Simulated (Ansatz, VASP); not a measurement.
# Pt in VASP and in Ansatz

Contents of INCAR:

```
ALGO = Normal
EDIFF = 1E-6
ENCUT = 520
GGA = PE
GGA_COMPAT = F
ISIF = 2
ISMEAR = -1
LASPH = T
LCHARG = T
LMAXMIX = 4
LORBIT = 11
LORBMOM = T
LREAL = F
LSORBIT = T
LVHAR = T
LWAVE = F
MAGMOM = 0 0 0
NBANDS = 21
NELM = 150
PREC = Accurate
SIGMA = 0.15
```

File KPOINTS:

```
k-points
0
Gamma
  4 4 4
```

File POSCAR:

```
Pt
1.0
    0.0000000000      1.9874000000      1.9874000000
    1.9874000000      0.0000000000      1.9874000000
    1.9874000000      1.9874000000      0.0000000000
Pt
1
Direct
    0.0000000000      0.0000000000      0.0000000000
```

Input for Ansatz:

```yaml
crystal:
  lattice:
    - [0, 1.9874, 1.9874]
    - [1.9874, 0, 1.9874]
    - [1.9874, 1.9874, 0]
  atoms:
    - { symbol: Pt, position: [0, 0, 0] }
kpoints:
  mp_grid: { grid: [4, 4, 4] }
hamiltonian:
  xc: pbe
  pseudopotentials:
    kind: paw_fr
    azcp:
      Pt: "pseudopotentials/pbe/paw/ansatz_paw_generated_hard_1/Pt.paw.azcp"
scf:
  occupations: { method: fermi_dirac, width: 0.15 }
  convergence: { dr2_threshold: "1e-9 eV" }
  max_iter: 300
output:
  forces: true
  stress: true
  eigenvalues: true
magnetization:
  noncollinear: true
  spin_orbit: true
```

Alike in both runs: task single point; functional PBE; k mesh 4 × 4 × 4; occupations fermi-dirac, width 0.15 eV; non-collinear spin, spin-orbit coupling.

|  | VASP | Ansatz |
| --- | --- | --- |
| version | VASP 6.6.1 | Ansatz 0.2.0 development build |
| potentials or method | VASP PAW PBE potentials, release 64 (Pt) | plane waves, PAW datasets (generated hard set |
| plane-wave cutoff (eV) | 520 | 700 |
| valence electrons in the cell | 10 | 32 |

|  | VASP | Ansatz | Ansatz less VASP |
| --- | --- | --- | --- |
| net moment per atom (μB) | 0.00 | 0.00 | 0.000 |

VASP's potentials hold 10 valence electrons a cell and Ansatz's 32, so a difference there can come from the potentials and not from the codes. Ansatz's warnings: stress scf threshold loose.

The k mesh is coarse, so the values compare programs but aren't converged.
